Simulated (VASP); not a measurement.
# AlN (F-43m) in VASP: settings compared

Aim: see how the results for AlN move with the level of theory and the settings. Levels: B3LYP5, RPBE+D3(BJ). Tasks: single point.

All numbers are computed with VASP 6.6.1; they aren't measurements. Logs are shortened: lines on timing, memory, paths and dates and some standing lists are left out, and cuts for length are marked.

### 1 The cell of the first run

It takes space group F-43m (No. 216, cubic). The conventional cell has a = 4.397 Å, b = 4.397 Å, c = 4.397 Å, α = 90.00°, β = 90.00°, γ = 90.00°. Within 2.5 Å of Al (site symmetry -43m) lie 4 N at 1.90 Å. N (site symmetry -43m) has 4 Al at 1.90 Å within 2.5 Å.

### 2 Single point, B3LYP5

POSCAR

```
AlN
1.0
    0.0000000000      2.1984575146      2.1984575146
    2.1984575146      0.0000000000      2.1984575146
    2.1984575146      2.1984575146      0.0000000000
Al N
1 1
Direct
    0.0000000000      0.0000000000      0.0000000000
    0.2500000000      0.2500000000      0.2500000000
```

INCAR.step1

```
SYSTEM = AlN
  ALGO = Normal
  EDIFF = 1E-5
  ENCUT = 520
  GGA = PE
  ISIF = 2
  ISMEAR = -1
  LASPH = .True.
  LREAL = .False.
  LWAVE = .True.
  NBANDS = 11
  NELM = 80
  PREC = Accurate
  SIGMA = 0.05
```

INCAR.step2

```
SYSTEM = AlN
  AEXX = 0.2
  AGGAC = 0.81
  AGGAX = 0.72
  ALDAC = 0.19
  ALGO = Normal
  EDIFF = 1E-7
  ENCUT = 520
  GGA = B5
  ISIF = 2
  ISMEAR = -1
  ISTART = 1
  LASPH = .True.
  LCHARG = .True.
  LELF = .True.
  LHFCALC = .True.
  LREAL = .False.
  LVHAR = .True.
  LWAVE = .False.
  NBANDS = 11
  NELM = 80
  PREC = Accurate
  PRECFOCK = Normal
  SIGMA = 0.05
```

KPOINTS

```
k-points
0
Gamma
  5 5 5
  0 0 0
```

Potentials or basis: VASP PAW PBE potentials, release 64 (Al, N).

The run is started by

```
$ cat potpaw_PBE.64/Al/POTCAR potpaw_PBE.64/N/POTCAR > POTCAR
$ cp INCAR.step1 INCAR
$ mpirun -np 1 vasp_std > vasp.out
$ cp INCAR.step2 INCAR
$ mpirun -np 1 vasp_std > vasp.out
```

OUTCAR:

```text
SYSTEM = AlN
   AEXX = 0.2
   EDIFF = 1E-7
   ENCUT = 520
   GGA = B5
   ISIF = 2
   ISMEAR = -1
   ISTART = 1
   LASPH = .True.
   LHFCALC = .True.
   LREAL = .False.
   NELM = 80
   PREC = Accurate
   PRECFOCK = Normal

 ion  position               nearest neighbor table
   1  0.000  0.000  0.000-   2 1.90   2 1.90   2 1.90   2 1.90
   2  0.250  0.250  0.250-   1 1.90   1 1.90   1 1.90   1 1.90

  LATTYP: Found a face centered cubic cell.
 ALAT       =     4.3969150292

  Lattice vectors:

 A1 = (   0.0000000000,   2.1984575146,   2.1984575146)
 A2 = (   2.1984575146,   0.0000000000,   2.1984575146)
 A3 = (   2.1984575146,   2.1984575146,   0.0000000000)

Analysis of symmetry for initial positions (statically):
=====================================================================
 Subroutine PRICEL returns:
 Original cell was already a primitive cell.

 Routine SETGRP: Setting up the symmetry group for a
 face centered cubic supercell.

 Subroutine GETGRP returns: Found 24 space group operations
 (whereof 24 operations were pure point group operations)
 out of a pool of 48 trial point group operations.

The static configuration has the point symmetry T_d .

Analysis of symmetry for dynamics (positions and initial velocities):
=====================================================================
 Subroutine PRICEL returns:
 Original cell was already a primitive cell.

 Routine SETGRP: Setting up the symmetry group for a
 face centered cubic supercell.

 Subroutine GETGRP returns: Found 24 space group operations
 (whereof 24 operations were pure point group operations)
 out of a pool of 48 trial point group operations.

The dynamic configuration has the point symmetry T_d .

 Subroutine INISYM returns: Found 24 space group operations
 (whereof 24 operations are pure point group operations),
 and found     1 'primitive' translations

----------------------------------------------------------------------------------------

                                     Primitive cell

  volume of cell :      21.2512

  direct lattice vectors                    reciprocal lattice vectors
     0.000000000  2.198457515  2.198457515    -0.227432187  0.227432187  0.227432187
     2.198457515  0.000000000  2.198457515     0.227432187 -0.227432187  0.227432187
     2.198457515  2.198457515  0.000000000     0.227432187  0.227432187 -0.227432187

  length of vectors
     3.109088433  3.109088433  3.109088433     0.393924103  0.393924103  0.393924103

  position of ions in fractional coordinates (direct lattice)
     0.000000000  0.000000000  0.000000000
     0.250000000  0.250000000  0.250000000

  ion indices of the primitive-cell ions
   primitive index   ion index
                 1           1
                 2           2

----------------------------------------------------------------------------------------

 KPOINTS: k-points

Automatic generation of k-mesh.
 Grid dimensions read from file:
 generate k-points for:    5    5    5

 Generating k-lattice:

  Cartesian coordinates                     Fractional coordinates (reciprocal lattice)
    -0.045486437  0.045486437  0.045486437     0.200000000  0.000000000  0.000000000
     0.045486437 -0.045486437  0.045486437     0.000000000  0.200000000  0.000000000
     0.045486437  0.045486437 -0.045486437     0.000000000  0.000000000  0.200000000

  Length of vectors
     0.078784821  0.078784821  0.078784821

  Shift w.r.t. Gamma in fractional coordinates (k-lattice)
     0.000000000  0.000000000  0.000000000

 Subroutine IBZKPT returns following result:
 ===========================================

 Found     10 irreducible k-points:

 Following reciprocal coordinates:
            Coordinates               Weight
  0.000000  0.000000  0.000000      1.000000
  0.200000  0.000000  0.000000      8.000000
  0.400000  0.000000  0.000000      8.000000
  0.200000  0.200000  0.000000      6.000000
  0.400000  0.200000  0.000000     24.000000
 -0.400000  0.200000  0.000000     24.000000
 -0.200000  0.200000  0.000000     12.000000
[... 50 lines left out ...]
      6      17.6111      0.00000
      7      19.0083      0.00000
      8      20.5249      0.00000
      9      20.5249      0.00000
     10      26.0463      0.00000
     11      28.7190      0.00000

 k-point     5 :       0.4000    0.2000    0.0000
  band No.  band energies     occupation
      1      -9.1420      2.00000
      2       0.5688      2.00000
      3       3.5423      2.00000
      4       3.9250      2.00000
      5      13.3502      0.00000
      6      16.9725      0.00000
      7      18.3823      0.00000
      8      20.2772      0.00000
      9      22.3887      0.00000
     10      27.5968      0.00000
     11      28.3744      0.00000

 k-point     6 :      -0.4000    0.2000    0.0000
  band No.  band energies     occupation
      1      -8.6132      2.00000
      2      -0.3477      2.00000
      3       2.7244      2.00000
      4       4.1771      2.00000
      5      14.2663      0.00000
      6      16.1225      0.00000
      7      19.3032      0.00000
      8      19.3651      0.00000
      9      24.6092      0.00000
     10      25.6128      0.00000
     11      28.5341      0.00000

 k-point     7 :      -0.2000    0.2000    0.0000
  band No.  band energies     occupation
      1      -9.5468      2.00000
      2       1.1490      2.00000
      3       3.2652      2.00000
      4       4.7477      2.00000
      5      14.5429      0.00000
      6      16.9034      0.00000
      7      18.3543      0.00000
      8      19.4870      0.00000
      9      22.0104      0.00000
     10      25.5678      0.00000
     11      28.5987      0.00000

 k-point     8 :       0.4000    0.4000    0.0000
  band No.  band energies     occupation
      1      -8.5705      2.00000
      2       0.3180      2.00000
      3       3.3019      2.00000
      4       3.3019      2.00000
      5      10.8545      0.00000
      6      15.7686      0.00000
      7      20.3879      0.00000
      8      22.4878      0.00000
      9      22.4878      0.00000
     10      29.5967      0.00000
     11      30.9947      0.00000

 k-point     9 :      -0.4000    0.4000    0.0000
  band No.  band energies     occupation
      1      -8.2113      2.00000
      2       0.3398      2.00000
      3       1.7532      2.00000
      4       3.4307      2.00000
      5      11.6115      0.00000
      6      16.7180      0.00000
      7      20.4561      0.00000
      8      21.7461      0.00000
      9      22.2349      0.00000
     10      28.0157      0.00000
     11      31.5948      0.00000

 k-point    10 :      -0.4000    0.4000    0.2000
  band No.  band energies     occupation
      1      -8.3859      2.00000
      2       0.5033      2.00000
      3       1.9781      2.00000
      4       3.1004      2.00000
      5      13.1254      0.00000
      6      17.7973      0.00000
      7      18.1503      0.00000
      8      20.5247      0.00000
      9      23.6708      0.00000
     10      26.3802      0.00000
     11      31.8304      0.00000

------------------------ aborting loop because EDIFF is reached ----------------------------------------

  FORCE on cell =-STRESS in cart. coord.  units (eV):
  Direction    XX          YY          ZZ          XY          YZ          ZX
  --------------------------------------------------------------------------------------
  -------------------------------------------------------------------------------------
  Total       -0.1102375     -0.1102375     -0.1102375      0.0000000      0.0000000      0.0000000
  in kB       -8.3110501     -8.3110501     -8.3110501      0.0000000      0.0000000      0.0000000
  external PRESSURE =      -8.3110501 kB  Pullay stress =       0.0000000 kB

 VOLUME and BASIS-vectors are now :
 -----------------------------------------------------------------------------
  energy-cutoff  :      520.00
  volume of cell :       21.25
      direct lattice vectors                 reciprocal lattice vectors
     0.000000000  2.198457515  2.198457515    -0.227432187  0.227432187  0.227432187
     2.198457515  0.000000000  2.198457515     0.227432187 -0.227432187  0.227432187
     2.198457515  2.198457515  0.000000000     0.227432187  0.227432187 -0.227432187

 POSITION                                       TOTAL-FORCE (eV/Angst)
 -----------------------------------------------------------------------------------
      0.00000      0.00000      0.00000         0.000000      0.000000     -0.000000
      1.09923      1.09923      1.09923        -0.000000     -0.000000      0.000000
 -----------------------------------------------------------------------------------
    total drift:                               -0.000000     -0.000000     -0.000000

  FREE ENERGIE OF THE ION-ELECTRON SYSTEM (eV)
  ---------------------------------------------------
  free  energy   TOTEN  =       -16.8231722215 eV

  energy  without entropy=      -16.8231722214  energy(sigma->0) =      -16.82317222
```

It took 2.5 min on 1 thread of Intel Xeon Platinum 8375C at 2.90GHz (Ice Lake), shared host; peak memory 0.14 GiB.

Results:

* Free energy: -16.8232 eV
* Pressure: -0.8 GPa
* Band gap on the k mesh: 5.83 eV, indirect (least direct gap 5.99 eV)

Levels at points of the mesh, in eV from the valence-band top:
| k point | band 2 | band 3 | band 4 | band 5 | band 6 | band 7 |
| --- | --- | --- | --- | --- | --- | --- |
| (0.00, 0.00, 0.00) | 0.00 | 0.00 | 0.00 | 5.99 | 14.40 | 14.40 |

Caveat: the k points lie up to 0.50 Å⁻¹ apart; the PAW data sets were made with another functional, which shifts forces and pressure a little. A k mesh can miss the band edges.

### 3 Single point, B3LYP5

This run uses another cell than the first one, of 10.83 Å³/atom, 1.020 times its volume.

POSCAR

```
AlN
1.0
    0.0000000000      2.2127336128      2.2127336128
    2.2127336128      0.0000000000      2.2127336128
    2.2127336128      2.2127336128      0.0000000000
Al N
1 1
Direct
    0.0000000000      0.0000000000      0.0000000000
    0.2500000000      0.2500000000      0.2500000000
```

INCAR.step1

```
SYSTEM = AlN
PREC = Accurate ; ENCUT = 520
EDIFF = 1E-5 ; ISMEAR = -1
SIGMA = 0.05 ; LREAL = .False.
LASPH = .True. ; NELM = 60
ALGO = Normal ; ISIF = 2
LWAVE = .True. ; LCHARG = .False.
NBANDS = 11 ; GGA = PE
```

INCAR.step2

```
SYSTEM = AlN
PREC = Accurate ; ENCUT = 520
EDIFF = 1E-6 ; ISMEAR = -1
SIGMA = 0.05 ; LREAL = .False.
LASPH = .True. ; NELM = 60
ALGO = Normal ; ISIF = 2
LWAVE = .False. ; LCHARG = .False.
GGA = B5 ; LHFCALC = .True.
AEXX = 0.2 ; AGGAX = 0.72
AGGAC = 0.81 ; ALDAC = 0.19
PRECFOCK = Normal ; NBANDS = 11
ISTART = 1
```

KPOINTS

```
regular mesh
0
Gamma
  5 5 5
  0 0 0
```

Potentials or basis: VASP PAW PBE potentials, release 64 (Al, N).

The run is started by

```
$ cat potpaw_PBE.64/Al/POTCAR potpaw_PBE.64/N/POTCAR > POTCAR
$ cp INCAR.step1 INCAR
$ mpirun -np 1 vasp_std > vasp.out
$ cp INCAR.step2 INCAR
$ mpirun -np 1 vasp_std > vasp.out
```

It took 95 s on 1 thread of Intel Xeon Platinum 8375C at 2.90GHz (Ice Lake), shared host; peak memory 0.14 GiB.

The run converged. Its results:

| Item | Value |
| --- | --- |
| Free energy | -16.8162 eV |
| Pressure | -4.6 GPa |
| Band gap on the k mesh | 5.79 eV, indirect (least direct gap 5.81 eV) |

Levels at points of the mesh, in eV from the valence-band top:
| k point | band 2 | band 3 | band 4 | band 5 | band 6 | band 7 |
| --- | --- | --- | --- | --- | --- | --- |
| (0.00, 0.00, 0.00) | 0.00 | 0.00 | 0.00 | 5.81 | 14.19 | 14.19 |

Caveat: the k points lie up to 0.49 Å⁻¹ apart; the PAW data sets were made with another functional, which shifts forces and pressure a little. A k mesh can miss the band edges.

### 4 Single point, B3LYP5

This run uses another cell than the first one, of 11.04 Å³/atom, 1.039 times its volume.

POSCAR

```
AlN
1.0
    0.0000000000      2.2268278375      2.2268278375
    2.2268278375      0.0000000000      2.2268278375
    2.2268278375      2.2268278375      0.0000000000
Al N
1 1
Direct
    0.0000000000      0.0000000000      0.0000000000
    0.2500000000      0.2500000000      0.2500000000
```

INCAR.step1

```
SYSTEM = AlN
PREC     = Accurate       ! precision mode
ENCUT    = 520            ! plane-wave cutoff, eV
EDIFF    = 1E-5           ! SCF threshold, eV
ISMEAR   = -1             ! smearing method
SIGMA    = 0.05           ! smearing width, eV
LREAL    = .False.        ! projectors in reciprocal space
LASPH    = .True.         ! aspherical terms in the spheres
NELM     = 100            ! most SCF steps
ALGO     = Normal         ! electronic algorithm
ISIF     = 2              ! what is computed and relaxed
LWAVE    = .True.         ! write WAVECAR
LCHARG   = .False.        ! write CHGCAR
GGA      = PE             ! functional
NBANDS   = 11             ! bands
```

INCAR.step2

```
SYSTEM = AlN
PREC     = Accurate       ! precision mode
ENCUT    = 520            ! plane-wave cutoff, eV
EDIFF    = 1E-6           ! SCF threshold, eV
ISMEAR   = -1             ! smearing method
SIGMA    = 0.05           ! smearing width, eV
LREAL    = .False.        ! projectors in reciprocal space
LASPH    = .True.         ! aspherical terms in the spheres
NELM     = 100            ! most SCF steps
ALGO     = Normal         ! electronic algorithm
ISIF     = 2              ! what is computed and relaxed
LWAVE    = .False.        ! write WAVECAR
LCHARG   = .False.        ! write CHGCAR
GGA      = B5             ! functional
LHFCALC  = .True.         ! exact exchange
AEXX     = 0.2            ! exact-exchange fraction
AGGAX    = 0.72         
AGGAC    = 0.81         
ALDAC    = 0.19         
PRECFOCK = Normal       
ISTART   = 1            
NBANDS   = 11             ! bands
```

KPOINTS is that of step 3.

The run is started by

```
$ cat potpaw_PBE.64/Al/POTCAR potpaw_PBE.64/N/POTCAR > POTCAR
$ cp INCAR.step1 INCAR
$ mpirun -np 1 vasp_std > vasp.out
$ cp INCAR.step2 INCAR
$ mpirun -np 1 vasp_std > vasp.out
```

Wall time 90 s (1 thread of Intel Xeon Platinum 8375C at 2.90GHz (Ice Lake), shared host); peak memory 0.13 GiB.

It converged, with:

* Free energy: -16.8000 eV
* Pressure: -8.0 GPa
* Band gap on the k mesh: 5.62 eV, direct

Levels at points of the mesh, in eV from the valence-band top:
```csv
k point,band 1,band 2,band 3,band 4,band 5,band 6,band 7,band 8
"(0.00, 0.00, 0.00)",-15.75,0.00,0.00,0.00,5.62,14.00,14.00,14.00
```

Caveat: the k points lie up to 0.49 Å⁻¹ apart; the PAW data sets were made with another functional, which shifts forces and pressure a little. A k mesh can miss the band edges.

### 5 Single point, B3LYP5

This run uses another cell than the first one, of 10.42 Å³/atom, 0.980 times its volume.

POSCAR

```
AlN
1.0
    0.0000000000      2.1839935596      2.1839935596
    2.1839935596      0.0000000000      2.1839935596
    2.1839935596      2.1839935596      0.0000000000
Al N
1 1
Direct
    0.0000000000      0.0000000000      0.0000000000
    0.2500000000      0.2500000000      0.2500000000
```

INCAR.step1

```
ALGO = Normal ; EDIFF = 1E-5
ENCUT = 520 ; GGA = PE
ISIF = 2 ; ISMEAR = -1
LASPH = True ; LCHARG = False
LREAL = False ; LWAVE = True
NBANDS = 11 ; NELM = 80
PREC = Accurate ; SIGMA = 0.05
```

INCAR.step2

```
AEXX = 0.2 ; AGGAC = 0.81
AGGAX = 0.72 ; ALDAC = 0.19
ALGO = Normal ; EDIFF = 1E-7
ENCUT = 520 ; GGA = B5
ISIF = 2 ; ISMEAR = -1
ISTART = 1 ; LASPH = True
LCHARG = False ; LHFCALC = True
LREAL = False ; LWAVE = False
NBANDS = 11 ; NELM = 80
PREC = Accurate ; PRECFOCK = Normal
SIGMA = 0.05
```

KPOINTS

```
k-points
0
Gamma
  6 6 6
```

The run is started by

```
$ cat potpaw_PBE.64/Al/POTCAR potpaw_PBE.64/N/POTCAR > POTCAR
$ cp INCAR.step1 INCAR
$ mpirun -np 1 vasp_std > vasp.out
$ cp INCAR.step2 INCAR
$ mpirun -np 1 vasp_std > vasp.out
```

It took 5.3 min on 1 thread of Intel Xeon Platinum 8375C at 2.90GHz (Ice Lake), shared host; peak memory 0.14 GiB.

It converged, with:

* Free energy: -16.8182 eV
* Pressure: 3.3 GPa
* Band gap on the k mesh: 5.26 eV, indirect (least direct gap 6.17 eV)

Levels at points of the mesh, in eV from the valence-band top:
```csv
k point,band 1,band 2,band 3,band 4,band 5,band 6,band 7,band 8,band 9
"(0.00, 0.00, 0.00)",-16.09,0.00,0.00,0.00,6.17,14.60,14.60,14.60,19.96
"(0.50, 0.00, 0.00)",-13.96,-6.15,-0.52,-0.52,9.37,12.19,13.20,13.20,20.39
"(0.50, 0.50, 0.00)",-13.29,-5.19,-1.90,-1.90,5.26,10.59,16.37,18.13,18.13
```

Caveat: the PAW data sets were made with another functional, which shifts forces and pressure a little. A k mesh can miss the band edges.

### 6 Single point, RPBE+D3(BJ)

INCAR

```
SYSTEM = AlN
PREC = Accurate
ENCUT = 600
EDIFF = 1E-6
ISMEAR = -1
SIGMA = 0.05
LREAL = .False.
LASPH = .True.
NELM = 120
ALGO = Normal
ISIF = 2
LWAVE = .False.
LCHARG = .False.
GGA = RP
IVDW = 12
NBANDS = 11
GGA_COMPAT = .False.
```

KPOINTS

```
regular mesh
0
Gamma
  10 10 10
  0 0 0
```

POSCAR

```
AlN
1.0
    0.0000000000      2.1984575146      2.1984575146
    2.1984575146      0.0000000000      2.1984575146
    2.1984575146      2.1984575146      0.0000000000
Al N
1 1
Direct
    0.0000000000      0.0000000000      0.0000000000
    0.2500000000      0.2500000000      0.2500000000
```

Potentials or basis: VASP PAW PBE potentials, release 64 (Al, N).

The run is started by

```
$ cat potpaw_PBE.64/Al/POTCAR potpaw_PBE.64/N/POTCAR > POTCAR
$ mpirun -np 1 vasp_std > vasp.out
```

It took 11 s on 1 thread of Intel Xeon Platinum 8488C (Sapphire Rapids), shared host; peak memory 0.16 GiB.

The run converged. Its results:

```yaml
Free_energy: -16.3302 eV
Pressure: -16.8 GPa
Band_gap_on_the_k_mesh: 3.35 eV, indirect (least direct gap 4.06 eV)
Dispersion_energy_per_atom: -1.100 eV
```

Levels at points of the mesh, in eV from the valence-band top:
| k point | band 2 | band 3 | band 4 | band 5 | band 6 | band 7 |
| --- | --- | --- | --- | --- | --- | --- |
| (0.00, 0.00, 0.00) | 0.00 | 0.00 | 0.00 | 4.06 | 12.47 | 12.47 |
| (0.50, 0.00, 0.00) | -5.74 | -0.47 | -0.47 | 7.29 | 9.79 | 11.10 |
| (0.50, 0.50, 0.00) | -4.81 | -1.74 | -1.74 | 3.35 | 8.60 | 13.82 |

Caveat: the PAW data sets were made with another functional, which shifts forces and pressure a little.

### 7 Summary

| level | cell | k mesh | cutoff (eV) | grid for exact exchange (PRECFOCK) | gap on the mesh (eV) | pressure (GPa) |
| --- | --- | --- | --- | --- | --- | --- |
| B3LYP5 | a = 3.109 Å, angles 60.0°, 2 atoms | 5 × 5 × 5 | 520 | Normal | 5.83 | -0.8 |
| B3LYP5 | a = 3.129 Å, angles 60.0°, 2 atoms | 5 × 5 × 5 | 520 | Normal | 5.79 | -4.6 |
| B3LYP5 | a = 3.149 Å, angles 60.0°, 2 atoms | 5 × 5 × 5 | 520 | Normal | 5.62 | -8.0 |
| B3LYP5 | a = 3.089 Å, angles 60.0°, 2 atoms | 6 × 6 × 6 | 520 | Normal | 5.26 | 3.3 |
| RPBE+D3(BJ) | a = 3.109 Å, angles 60.0°, 2 atoms | 10 × 10 × 10 | 600 | - | 3.35 | -16.8 |

Alike in all rows: task single point; potentials or basis VASP PAW PBE potentials, release 64 (Al, N); no spin polarisation; smearing fermi-dirac 0.05 eV.

Caveats: some runs use coarse meshes; the PAW data sets were made with another functional, which shifts forces and pressure a little.

Absolute energies hang on the potentials; compare differences alone.
